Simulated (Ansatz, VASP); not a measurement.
Tl12F: VASP beside Ansatz

```
Tl F
1.0
     6.92000    0.00000    0.00000
    -5.19000    8.98934    0.00000
     0.00000    0.00000    5.53254
Tl F
12 1
Direct
  0.96565 0.97283 0.99097
  0.14539 0.22923 0.54834
  0.98440 0.35122 0.02279
  0.18864 0.55775 0.50868
  0.06676 0.69870 0.97522
  0.16139 0.90467 0.48671
  0.53158 0.02431 0.00884
  0.65938 0.22540 0.51471
  0.41088 0.28329 0.05594
  0.71098 0.55530 0.41744
  0.49842 0.66546 0.00226
  0.65830 0.89380 0.49828
  0.67271 0.52286 0.85129
```

Alike in both runs: functional LDA; k mesh 3 × 2 × 3; occupations fermi-dirac, width 0.05 eV; no spin polarisation.

Ansatz relaxed the structure, and its values are those at the end. VASP's run is a single point on that final structure, the one shown.

```csv
,VASP,Ansatz
version,VASP 6.6.1,Ansatz 0.2.0
potentials or method,"VASP PAW LDA potentials, release 64 (Tl_d, F), cutoff 520 eV","scalar-relativistic, plane waves, PAW"
valence electrons in the cell,163,163
```

|  | VASP | Ansatz | Ansatz less VASP |
| --- | --- | --- | --- |
| rms of the force components (eV/Å) | 0.026 | 0.025 | -0.0016 |

LDA's correlation is that of Perdew and Zunger in VASP and of Perdew and Wang (1992) in Ansatz.

The k mesh is coarse, so the values compare programs but aren't converged. Spin-orbit coupling is off throughout.
